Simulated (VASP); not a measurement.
ScAl2, 6 atoms in the cell. It takes space group Fd-3m (No. 227, cubic). Conventional cell: a = 7.555 Å, b = 7.555 Å, c = 7.555 Å, α = 90.00°, β = 90.00°, γ = 90.00°. Sc (site symmetry -43m) has 12 Al at 3.13 Å and 4 Sc at 3.27 Å within 4.1 Å. Al (site symmetry -3m) has 6 Al at 2.67 Å and 6 Sc at 3.13 Å within 3.5 Å. 

```yaml
Program: VASP 6.6.1
Task: single point
Functional: PBEsol
Potentials_or_basis: VASP PAW PBE potentials, release 64 (Sc_sv, Al)
Cutoff: 520 eV
k_mesh: 8 × 8 × 8
Occupations: gaussian, width 0.02 eV
Spin: no spin polarisation
Dipole_correction: no
Further_INCAR_settings: ALGO = Fast; EDIFF = 1e-06; NBANDS = 26
```

Potentials or basis: VASP PAW PBE potentials, release 64 (Sc_sv, Al).

Launch:

```bash
$ cat potpaw_PBE.64/Sc_sv/POTCAR potpaw_PBE.64/Al/POTCAR > POTCAR
$ mpirun -np 1 vasp_std > vasp.out
```

Hardware: 1 thread of Intel Xeon 8259CL (shared host).

Problem. How long does it take, and how much memory?

Solution. Wall time 3.8 min on 1 thread of Intel Xeon 8259CL, with other jobs on the host, peak memory 0.27 GiB. Counts: scf iterations 17, k points 29.
